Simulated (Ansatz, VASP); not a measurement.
# Al3Rh2: VASP beside Ansatz

```
Al Rh
1.0
     5.54071    0.00000    0.00000
     0.00000    5.54071    0.00000
     0.00000    0.00000    5.54071
Al Rh
6 4
Direct
  0.00000 0.50000 0.50000
  0.00000 0.50000 0.00000
  0.50000 0.00000 0.50000
  0.00000 0.00000 0.50000
  0.50000 0.00000 0.00000
  0.50000 0.50000 0.00000
  0.25000 0.25000 0.25000
  0.25000 0.75000 0.75000
  0.75000 0.75000 0.25000
  0.75000 0.25000 0.75000
```

Change from the starting cell: species swapped into the Mg3As2 type (Pn-3m, No. 224).

Alike in both runs: task relaxation of cell and atoms; functional PBE; k mesh 4 × 4 × 4; occupations gaussian, width 0.1 eV; no spin polarisation.

|  | VASP | Ansatz |
| --- | --- | --- |
| version | VASP 6.6.1 | Ansatz 0.2.0 |
| potentials or method | VASP PAW PBE potentials, release 64 (Al, Rh_pv), cutoff 600 eV | scalar-relativistic, plane waves, PAW |
| valence electrons in the cell | 78 | 86 |

Ansatz gave:

```
gap on the k mesh at the Fermi level, each at its own relaxed structure (eV) : none
relaxed volume (Å³/atom)                                                     : 18.86
relaxed cell length with the largest relative difference (Å)                 : 5.735
```

Task: What did VASP give for the same quantities?

Result: gap on the k mesh at the Fermi level, each at its own relaxed structure (eV): none; relaxed volume (Å³/atom): 18.95; relaxed cell length with the largest relative difference (Å): 5.744.

A gap of «none» marks a metal or a gap that the smearing closes. VASP's potentials hold 78 valence electrons a cell and Ansatz's 86, so a difference there can come from the potentials and not from the codes.
